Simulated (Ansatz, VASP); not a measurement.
## One calculation of ZnS, two programs

Contents of INCAR:

```
SYSTEM = ZnS
  ALGO = Normal
  EDIFF = 1E-7
  ENCUT = 520
  GGA = PE
  ISIF = 2
  ISMEAR = 0
  LASPH = .TRUE.
  LCHARG = .TRUE.
  LELF = .TRUE.
  LREAL = .FALSE.
  LVHAR = .TRUE.
  LWAVE = .FALSE.
  NBANDS = 16
  NELM = 60
  PREC = Accurate
  SIGMA = 0.020999999999999998
```

KPOINTS

```
k-points
0
G
  9 9 9
  0 0 0
```

POSCAR

```
ZnS
1.0
    0.0000000000      2.7020000000      2.7020000000
    2.7020000000      0.0000000000      2.7020000000
    2.7020000000      2.7020000000      0.0000000000
Zn S
1 1
Direct
    0.7500000000      0.7500000000      0.7500000000
    0.0000000000      0.0000000000      0.0000000000
```

The input input.yaml:

```yaml
crystal:
  lattice:
    - [0.0, 2.702, 2.702]
    - [2.702, 0.0, 2.702]
    - [2.702, 2.702, 0.0]
  atoms:
    - { symbol: Zn, position: [0.75, 0.75, 0.75] }
    - { symbol: S, position: [0.0, 0.0, 0.0] }
kpoints:
  mp_grid: { grid: [9, 9, 9] }
scf:
  occupations: { method: gaussian, width: 0.021 }
hamiltonian:
  xc: pbe
  pseudopotentials: { kind: all_electron, lapw: { basis_error: 0.001 } }
output:
  forces: true
  stress: true
  eigenvalues: true
```

Alike in both runs: task single point; functional PBE; k mesh 9 × 9 × 9; occupations gaussian, width 0.021 eV; no spin polarisation.

```csv
,VASP,Ansatz
version,VASP 6.6.1,Ansatz 0.2.0
potentials or method,"VASP PAW PBE potentials, release 64 (Zn, S), cutoff 520 eV","all-electron LAPW, scalar-relativistic"
```

VASP gave:

| Quantity | Value |
| --- | --- |
| gap on the k mesh at the Fermi level (eV) | 2.11 |
| least direct gap on the mesh (eV) | 2.11 |
| pressure (GPa) | 1.8 |

Q: Estimate Ansatz's values.

A: gap on the k mesh at the Fermi level (eV): 2.11; least direct gap on the mesh (eV): 2.11; pressure (GPa): 1.6.

Ansatz ran all-electron here, and VASP with PAW potentials.
